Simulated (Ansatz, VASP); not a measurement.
**Two plane-wave programs on Be4Ge3Pt**

The input INCAR:

```
SYSTEM = Be4Ge3Pt
PREC = Accurate ; ENCUT = 600
EDIFF = 1E-7 ; ISMEAR = 0
SIGMA = 0.1 ; LREAL = .False.
LASPH = .True. ; NELM = 60
ALGO = Fast ; ISIF = 3
LWAVE = .False. ; LCHARG = .False.
GGA = PE ; IBRION = 2
NSW = 100 ; EDIFFG = -0.01
```

File KPOINTS:

```
Automatic mesh
0
Gamma
  8 8 8
  0 0 0
```

File POSCAR:

```
Be4Ge3Pt
1.0
    4.9924051085      0.0000000000      0.0000000000
    0.0000000000      4.9924051085      0.0000000000
    0.0000000000      0.0000000000      4.9924051085
Be Ge Pt
4 3 1
Direct
    0.3328549626      0.3328549626      0.3328549626
    0.3328549626      0.6671450374      0.6671450374
    0.6671450374      0.6671450374      0.3328549626
    0.6671450374      0.3328549626      0.6671450374
    0.5000000000      0.0000000000      0.0000000000
    0.0000000000      0.5000000000      0.0000000000
    0.0000000000      0.0000000000      0.5000000000
    0.0000000000      0.0000000000      0.0000000000
```

Input for Ansatz:

```yaml
crystal:
  lattice:
    - [4.9924051085, 0.0, 0.0]
    - [0.0, 4.9924051085, 0.0]
    - [0.0, 0.0, 4.9924051085]
  atoms:
    - { symbol: Be, position: [0.3328549626, 0.3328549626, 0.3328549626] }
    - { symbol: Be, position: [0.3328549626, 0.6671450374, 0.6671450374] }
    - { symbol: Be, position: [0.6671450374, 0.6671450374, 0.3328549626] }
    - { symbol: Be, position: [0.6671450374, 0.3328549626, 0.6671450374] }
    - { symbol: Ge, position: [0.5, 0.0, 0.0] }
    - { symbol: Ge, position: [0.0, 0.5, 0.0] }
    - { symbol: Ge, position: [0.0, 0.0, 0.5] }
    - { symbol: Pt, position: [0.0, 0.0, 0.0] }
basis:
  ecutwfc: 420
kpoints:
  mp_grid: { grid: [8, 8, 8] }
hamiltonian:
  xc: pbe
scf:
  occupations: { method: gaussian, width: 0.1 }
output:
  forces: true
  stress: true
  eigenvalues: true
relax:
  adjacent_minimum: "off"
  f_tol: 0.01
  max_steps: 80
  cell: { stress_tol: 0.05 }
```

Alike in both runs: task relaxation of cell and atoms; functional PBE; k mesh 8 × 8 × 8; occupations gaussian, width 0.1 eV; no spin polarisation.

```csv
,VASP,Ansatz
version,VASP 6.6.1,Ansatz 0.2.0
potentials or method,"VASP PAW PBE potentials, release 64 (Be, Ge_d, Pt), cutoff 600 eV","scalar-relativistic, plane waves, PAW"
valence electrons in the cell,60,68
```

Ansatz gave:

- gap on the k mesh at the Fermi level, each at its own relaxed structure (eV): none
- relaxed volume (Å³/atom): 15.56
- relaxed cell length with the largest relative difference (Å): 4.993

**Question.** Estimate VASP's values.

**Answer.** gap on the k mesh at the Fermi level, each at its own relaxed structure (eV): none; relaxed volume (Å³/atom): 15.58; relaxed cell length with the largest relative difference (Å): 4.995.

A gap of «none» marks a metal or a gap that the smearing closes. VASP's potentials hold 60 valence electrons a cell and Ansatz's 68, so a difference there can come from the potentials and not from the codes.

Neither program's run includes spin-orbit coupling.
